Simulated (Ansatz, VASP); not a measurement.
One calculation of Ag, two programs

INCAR

```
SYSTEM = Ag
ALGO = Normal
EDIFF = 1E-8
ENCUT = 520
ISIF = 2
ISMEAR = -1
LASPH = .True.
LCHARG = .False.
LEFG = .True.
LREAL = .False.
LWAVE = .False.
NBANDS = 18
NELM = 60
PREC = Accurate
SIGMA = 0.05
```

File KPOINTS:

```
k-points
0
Gamma
  14 14 8
  0 0 0
```

File POSCAR:

```
Ag
1.0
    2.9874636124      0.0000000000      0.0000000000
   -1.4937318062      2.5872193813      0.0000000000
    0.0000000000      0.0000000000      4.8839454194
Ag
2
Direct
    0.3333333333      0.6666666667      0.2500000000
    0.6666666667      0.3333333333      0.7500000000
```

Input for Ansatz:

```yaml
crystal:
  lattice:
    - [2.9874636124, 0.0, 0.0]
    - [-1.4937318062, 2.5872193813, 0.0]
    - [0.0, 0.0, 4.8839454194]
  atoms:
    - { symbol: Ag, position: [0.3333333333, 0.6666666667, 0.25] }
    - { symbol: Ag, position: [0.6666666667, 0.3333333333, 0.75] }
kpoints:
  mp_grid: { grid: [14, 14, 8] }
scf:
  occupations: { method: fermi_dirac, width: 0.05 }
hamiltonian:
  xc: lda
  pseudopotentials: { kind: paw }
output:
  forces: true
  stress: true
  eigenvalues: true
  efg: { contact_densities: true }
```

Change from the starting cell: volume scaled by 1.06, PAW files.

Alike in both runs: task electric field gradients; functional LDA; k mesh 14 × 14 × 8; occupations fermi-dirac, width 0.05 eV; no spin polarisation.

|  | VASP | Ansatz |
| --- | --- | --- |
| version | VASP 6.6.1 | Ansatz 0.2.0 |
| potentials or method | VASP PAW LDA potentials, release 64 (Ag) | PAW with Ansatz's default frozen-core files, scalar-relativistic |
| plane-wave cutoff (eV) | 520 | 420 |
| valence electrons in the cell | 22 | 38 |

Ansatz gave:

- pressure (GPa): -14.1
- traceless stress, the component that is largest in VASP (GPa): -0.20
- size of Vzz on the site where it differs most (V/Å²): 3.6

Problem. Which values does VASP return?

Solution. Pressure (GPa): -13.9; traceless stress, the component that is largest in VASP (GPa): -0.20; size of Vzz on the site where it differs most (V/Å²): 3.3.

LDA's correlation is that of Perdew and Zunger in VASP and of Perdew and Wang (1992) in Ansatz. VASP's potentials hold 22 valence electrons a cell and Ansatz's 38, so a difference there can come from the potentials and not from the codes.
